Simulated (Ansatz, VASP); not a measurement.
Two plane-wave programs on O

```
O
1.0
     9.00000    0.00000    0.00000
     0.00000    9.50000    0.00000
     0.00000    0.00000   10.00000
O
2
Direct
  0.50000 0.50000 0.44001
  0.50000 0.50000 0.55999
```

Alike in both runs: functional LDA; k mesh 1 × 1 × 1; occupations fermi-dirac, width 0.02 eV; collinear spin.

Ansatz relaxed the structure, and its values are those at the end. VASP's run is a single point on that final structure, the one shown.

|  | VASP | Ansatz |
| --- | --- | --- |
| version | VASP 6.6.1 | Ansatz 0.2.0 |
| potentials or method | VASP PAW LDA potentials, release 64 (O), cutoff 520 eV | plane waves, PAW |
| valence electrons in the cell | 12 | 12 |

```csv
,VASP,Ansatz,Ansatz less VASP
rms of the force components (eV/Å),1.032,0.001,-1.0312
net moment per atom (μB),1.00,1.00,0.000
size of the moment on the site where the two differ most (μB),0.80,0.55,-0.257
```

LDA's correlation is that of Perdew and Zunger in VASP and of Perdew and Wang (1992) in Ansatz. Site moments also hang on the region over which each program counts them. One of these differences is far larger than is usual between the two programs; its cause wasn't traced. Ansatz's warnings: end state compared, stress scf threshold loose.

Noted on VASP's run: the standard files for N, O and F lose accuracy on very short bonds.
